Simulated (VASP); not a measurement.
# HF in VASP: further runs

HF is run at these levels: PBE+D3(BJ); tasks: single point, molecular dynamics.

Everything below comes from runs of VASP 6.6.1. Logs are shortened: lines on timing, memory, paths and dates and some standing lists are left out, and cuts for length are marked.

## Step 1: The cell of the first run

The cell holds a disordered packing, 12 atoms: a = 6.077 Å, b = 6.077 Å, c = 6.077 Å, α = 90.00°, β = 90.00°, γ = 90.00°.

## Step 2: Single point, PBE+D3(BJ)

Input file INCAR:

```
SYSTEM = HF
PREC     = Accurate       ! precision mode
ENCUT    = 520            ! plane-wave cutoff, eV
EDIFF    = 1E-6           ! SCF threshold, eV
ISMEAR   = -1             ! smearing method
SIGMA    = 0.05           ! smearing width, eV
LREAL    = .FALSE.        ! projectors in reciprocal space
LASPH    = .TRUE.         ! aspherical terms in the spheres
NELM     = 120            ! most SCF steps
ALGO     = Normal         ! electronic algorithm
ISIF     = 2              ! what is computed and relaxed
LWAVE    = .FALSE.        ! write WAVECAR
LCHARG   = .TRUE.         ! write CHGCAR
GGA      = PE             ! functional
IVDW     = 12             ! dispersion correction
LELF     = .TRUE.         ! ELF
LVHAR    = .TRUE.       
NBANDS   = 36             ! bands
GGA_COMPAT= .FALSE.
```

Input file KPOINTS:

```
Automatic mesh
0
G
  1 1 1
  0 0 0
```

Input file POSCAR:

```
HF
1.0
    6.0767910000      0.0000000000      0.0000000000
    0.0000000000      6.0767910000      0.0000000000
    0.0000000000      0.0000000000      6.0767910000
F H
6 6
Direct
    0.9071907655      0.1967989270      0.7416146461
    1.0125385927      0.9274161631      0.0054381623
    0.7899816136      0.8790451819      0.3566529920
    0.1785673346      0.3270884507      0.4788924131
    0.3892996812      0.7056411268      1.0685931584
    0.5077356805      0.1628967240      0.3085480854
    1.0232715440      0.2420898436      0.6363351615
    0.9690628918      1.0410334425     -0.1074231263
    0.8666510490      0.8892722290      0.2176810783
    0.3100832958      0.2514666832      0.4238591531
    0.2646797541      0.7874015025      1.0208880533
    0.6083812971      0.0398207258      0.3395258227
```

Potentials or basis: VASP PAW PBE potentials, release 64 (F, H).

The run is started by

```bash
$ cat potpaw_PBE.64/F/POTCAR potpaw_PBE.64/H/POTCAR > POTCAR
$ mpirun -np 1 vasp_gam > vasp.out
```

OUTCAR:

```text
SYSTEM = HF
   PREC = Accurate
   ENCUT = 520
   EDIFF = 1E-6
   ISMEAR = -1
   LREAL = .FALSE.
   LASPH = .TRUE.
   NELM = 120
   ISIF = 2
   GGA = PE
   IVDW = 12
 IVDW          = 12

 ion  position               nearest neighbor table
   1  0.907  0.197  0.742-   7 0.99   8 1.37
   2  0.013  0.927  0.005-   8 1.01
   3  0.790  0.879  0.357-   9 0.97
   4  0.179  0.327  0.479-  10 0.98
   5  0.389  0.706  0.069-  11 0.95
   6  0.508  0.163  0.309-  12 0.98
   7  0.023  0.242  0.636-   1 0.99
   8  0.969  0.041  0.893-   2 1.01   1 1.37
   9  0.867  0.889  0.218-   3 0.97
  10  0.310  0.251  0.424-   4 0.98
  11  0.265  0.787  0.021-   5 0.95
  12  0.608  0.040  0.340-   6 0.98

  LATTYP: Found a simple cubic cell.
 ALAT       =     6.0767910000

  Lattice vectors:

 A1 = (   6.0767910000,   0.0000000000,   0.0000000000)
 A2 = (   0.0000000000,   6.0767910000,   0.0000000000)
 A3 = (   0.0000000000,   0.0000000000,   6.0767910000)

Analysis of symmetry for initial positions (statically):
=====================================================================
 Subroutine PRICEL returns:
 Original cell was already a primitive cell.

 Routine SETGRP: Setting up the symmetry group for a
 simple cubic supercell.

 Subroutine GETGRP returns: Found  1 space group operations
 (whereof  1 operations were pure point group operations)
 out of a pool of 48 trial point group operations.

The static configuration has the point symmetry C_1 .

Analysis of symmetry for dynamics (positions and initial velocities):
=====================================================================
 Subroutine PRICEL returns:
 Original cell was already a primitive cell.

 Routine SETGRP: Setting up the symmetry group for a
 simple cubic supercell.

 Subroutine GETGRP returns: Found  1 space group operations
 (whereof  1 operations were pure point group operations)
 out of a pool of 48 trial point group operations.

The dynamic configuration has the point symmetry C_1 .

 Subroutine INISYM returns: Found  1 space group operations
 (whereof  1 operations are pure point group operations),
 and found     1 'primitive' translations

----------------------------------------------------------------------------------------

                                     Primitive cell

  volume of cell :     224.4000

  direct lattice vectors                    reciprocal lattice vectors
     6.076791000  0.000000000  0.000000000     0.164560539  0.000000000  0.000000000
     0.000000000  6.076791000  0.000000000     0.000000000  0.164560539  0.000000000
     0.000000000  0.000000000  6.076791000     0.000000000  0.000000000  0.164560539

  length of vectors
     6.076791000  6.076791000  6.076791000     0.164560539  0.164560539  0.164560539

  position of ions in fractional coordinates (direct lattice)
     0.907190765  0.196798927  0.741614646
     0.012538593  0.927416163  0.005438162
     0.789981614  0.879045182  0.356652992
     0.178567335  0.327088451  0.478892413
     0.389299681  0.705641127  0.068593158
     0.507735680  0.162896724  0.308548085
     0.023271544  0.242089844  0.636335161
     0.969062892  0.041033443  0.892576874
     0.866651049  0.889272229  0.217681078
     0.310083296  0.251466683  0.423859153
     0.264679754  0.787401503  0.020888053
     0.608381297  0.039820726  0.339525823

  ion indices of the primitive-cell ions
   primitive index   ion index
                 1           1
                 2           2
                 3           3
                 4           4
                 5           5
                 6           6
                 7           7
                 8           8
                 9           9
                10          10
                11          11
                12          12

----------------------------------------------------------------------------------------

 KPOINTS: Automatic mesh

Automatic generation of k-mesh.
 Grid dimensions read from file:
 generate k-points for:    1    1    1

 Generating k-lattice:

  Cartesian coordinates                     Fractional coordinates (reciprocal lattice)
     0.164560539  0.000000000  0.000000000     1.000000000  0.000000000  0.000000000
     0.000000000  0.164560539  0.000000000     0.000000000  1.000000000  0.000000000
     0.000000000  0.000000000  0.164560539     0.000000000  0.000000000  1.000000000

  Length of vectors
     0.164560539  0.164560539  0.164560539

  Shift w.r.t. Gamma in fractional coordinates (k-lattice)
     0.000000000  0.000000000  0.000000000

 Subroutine IBZKPT returns following result:
 ===========================================

 Found      1 irreducible k-points:

 Following reciprocal coordinates:
            Coordinates               Weight
  0.000000  0.000000  0.000000      1.000000
   k-points           NKPTS =      1   k-points in BZ     NKDIM =      1   number of bands    NBANDS=     36
   number of dos      NEDOS =    301   number of ions     NIONS =     12
   total plane-waves  NPLWV = 110592
   dimension x,y,z NGX =    48 NGY =   48 NGZ =   48
   dimension x,y,z NGXF=    96 NGYF=   96 NGZF=   96
   ions per type =               6   6
   NGX,Y,Z   is equivalent  to a cutoff of  13.13, 13.13, 13.13 a.u.
   NGXF,Y,Z  is equivalent  to a cutoff of  26.26, 26.26, 26.26 a.u.
 SYSTEM =  HF
   PREC   = accura    normal or accurate (medium, high low for compatibility)
   ISTART =      0    job   : 0-new  1-cont  2-samecut
   ICHARG =      2    charge: 1-file 2-atom 10-const
   ISPIN  =      1    spin polarized calculation?
   LNONCOLLINEAR =      F non collinear calculations
   LSORBIT =      F    spin-orbit coupling
   LASPH  =      T    aspherical Exc in radial PAW
   ENCUT  =  520.0 eV  38.22 Ry    6.18 a.u.  11.30 11.30 11.30*2*pi/ulx,y,z
   NELM   =    120;   NELMIN=  2; NELMDL= -5     # of ELM steps
   EDIFF  = 0.1E-05   stopping-criterion for ELM
   LREAL  =      F    real-space projection
[... 7 lines left out ...]
   TEBEG  =    0.0;   TEEND  =   0.0 temperature during run
   PSTRESS=    0.0 pullay stress
   NELECT =      48.0000    total number of electrons
   NUPDOWN=      -1.0000    fix difference up-down
   EMIN   =  10.00;   EMAX   =-10.00  energy-range for DOS
   EFERMI =   0.00;   METHOD = LEGACY
   ISMEAR =    -1;   SIGMA  =   0.05  broadening in eV -4-tet -1-fermi 0-gaus
   EFERMI_NEDOS =   21; number of points for ismear=-14 and -15
   IALGO  =     38    algorithm
   IMIX   =      4    mixing-type and parameters
     AMIX     =   0.40;   BMIX     =  1.00
     AMIX_MAG =   1.60;   BMIX_MAG =  1.00
  volume/ion in A,a.u.               =      18.70       126.19
  Fermi-wavevector in a.u.,A,eV,Ry     =   0.979071  1.850176 13.042278  0.958580
  Thomas-Fermi vector in A             =   2.109896
   LORBIT       =      0    0 simple, 1 ext, 2 COOP (PROOUT), +10 PAW based schemes
   GGA     = PE    functional components
   LHFCALC =     F    Hartree Fock is set to
   AEXX    =    0.0000 exact exchange contribution
   IVDW    =    12    specifies the selected vdW correction
   LEPSILON=     F    determine dielectric tensor
   LRPA    =     F    only Hartree local field effects (RPA)
 non-spin polarized calculation
  energy-cutoff  :      520.00
  volume of cell :      224.40
 maximum number of plane-waves:      3016
 NGX is ok and might be reduce to    48
   NGX = 23   NGY = 23   NGZ = 23

 number of electron      48.0000001 magnetization

 Free energy of the ion-electron system (eV)
  ---------------------------------------------------
  ext. energy  EPLUGINS =         0.00000000
  ---------------------------------------------------
  free energy    TOTEN  =       -49.60677124 eV

  energy without entropy =      -49.60677124  energy(sigma->0) =      -49.60677124

 E-fermi :  -5.6632     XC(G=0):  -5.2245

 val. band max:       -6.9247621283   @ k =   0.0000   0.0000   0.0000
 cond. band min:      -0.1418553950   @ k =   0.0000   0.0000   0.0000
 fundamental gap:      6.7829067333
 Fermi energy:        -5.6632251537

 k-point     1 :       0.0000    0.0000    0.0000
  band No.  band energies     occupation
      1     -29.2622      2.00000
      2     -28.8667      2.00000
      3     -28.6974      2.00000
      4     -28.2050      2.00000
      5     -27.9644      2.00000
      6     -27.2157      2.00000
[... 28 lines left out ...]
     35       7.0017      0.00000
     36       7.2306      0.00000

------------------------ aborting loop because EDIFF is reached ----------------------------------------

 Edisp (eV)   -0.19692

 E8    (eV) :    -0.0388

  FORCE on cell =-STRESS in cart. coord.  units (eV):
  Direction    XX          YY          ZZ          XY          YZ          ZX
  --------------------------------------------------------------------------------------
  -------------------------------------------------------------------------------------
  Total      -0.67335    -0.37362    -0.28272    -0.08073    -0.05781     0.00920
  in kB      -4.80763    -2.66757    -2.01859    -0.57643    -0.41273     0.06568
  external pressure =       -3.16 kB  Pullay stress =        0.00 kB

 VOLUME and BASIS-vectors are now :
 -----------------------------------------------------------------------------
  energy-cutoff  :      520.00
  volume of cell :      224.40
      direct lattice vectors                 reciprocal lattice vectors
     6.076791000  0.000000000  0.000000000     0.164560539  0.000000000  0.000000000
     0.000000000  6.076791000  0.000000000     0.000000000  0.164560539  0.000000000
     0.000000000  0.000000000  6.076791000     0.000000000  0.000000000  0.164560539

 POSITION                                       TOTAL-FORCE (eV/Angst)
 -----------------------------------------------------------------------------------
      5.51281      1.19591      4.50664        -0.071842     -0.036419      0.078554
      0.07619      5.63571      0.03305        -0.000261     -0.138623      0.183278
      4.80055      5.34177      2.16731        -0.155593      0.030715      0.143759
      1.08512      1.98765      2.91013        -0.164553      0.030076      0.126591
      2.36569      4.28803      0.41683        -0.064336      0.075181     -0.101024
      3.08540      0.98989      1.87498        -0.189270      0.102768      0.030596
      0.14142      1.47113      3.86688         0.150725      0.091395     -0.178649
      5.88879      0.24935      5.42400        -0.030357      0.062359     -0.057379
      5.26646      5.40392      1.32280         0.235463     -0.018100     -0.275105
      1.88431      1.52811      2.57570         0.232685     -0.098877     -0.125808
      1.60840      4.78487      0.12693         0.054681     -0.072522      0.126197
      3.69701      0.24198      2.06323         0.002658     -0.027952      0.048990
 -----------------------------------------------------------------------------------
    total drift:                               -0.003181      0.001681      0.000385

  FREE ENERGIE OF THE ION-ELECTRON SYSTEM (eV)
  ---------------------------------------------------
  free  energy   TOTEN  =       -49.8036941610 eV

  energy  without entropy=      -49.8036941609  energy(sigma->0) =      -49.80369416
```

Wall time 27 s (1 thread of Intel Xeon 8259CL, shared host); peak memory 0.32 GiB.

What came out:

- Free energy: -49.8037 eV
- Pressure: -0.3 GPa
- Largest force: 0.363 eV/Å
- Dispersion energy per atom: -0.016 eV

Forces on the atoms (eV/Å):
```
F   -0.072 -0.036  0.079
F    0.000 -0.139  0.183
F   -0.156  0.031  0.144
F   -0.165  0.030  0.127
F   -0.064  0.075 -0.101
F   -0.189  0.103  0.031
H    0.151  0.091 -0.179
H   -0.030  0.062 -0.057
H    0.235 -0.018 -0.275
H    0.233 -0.099 -0.126
H    0.055 -0.073  0.126
H    0.003 -0.028  0.049
```

Stress tensor (GPa, compression positive):
```
-0.48 -0.06  0.01
-0.06 -0.27 -0.04
 0.01 -0.04 -0.20
```

Levels at points of the mesh, in eV from the Fermi level:
```
           k point  band 22  band 23  band 24  band 25  band 26  band 27
(0.00, 0.00, 0.00)    -2.24    -1.29    -1.26     5.52     9.42     9.54
```

Caveat: the k points lie up to 1.03 Å⁻¹ apart.

[end of part 1 of 2]
